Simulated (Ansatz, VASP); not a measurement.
**One calculation of KCl, two programs**

```xyz
2
Lattice="0.0000 3.5073 3.4908 3.5073 0.0000 3.4908 3.5073 3.5073 0.0000" Properties=species:S:1:pos:R:3 pbc="T T T"
K     0.0000    0.0000    0.0000
Cl    1.7536    1.7536    1.7454
```

Change from the starting cell: uniaxial_z strain -0.5%.

Alike in both runs: task single point; functional HSE06; k mesh 4 × 4 × 4; no spin polarisation.

```csv
,VASP,Ansatz
version,VASP 6.6.1,Ansatz 0.2.0
potentials or method,"VASP PAW PBE potentials, release 64 (K_sv, Cl)","plane waves, PAW"
plane-wave cutoff (eV),520,420
occupations,"gaussian, width 0.01 eV",fixed
valence electrons in the cell,16,16
```

```tsv
	VASP	Ansatz	Ansatz less VASP
gap on the k mesh at the Fermi level (eV)	6.03	6.03	+0.001
pressure (GPa)	0.2	0.2	-0.02
```

Ansatz's warnings: stress exchange threshold loose, stress scf threshold loose.
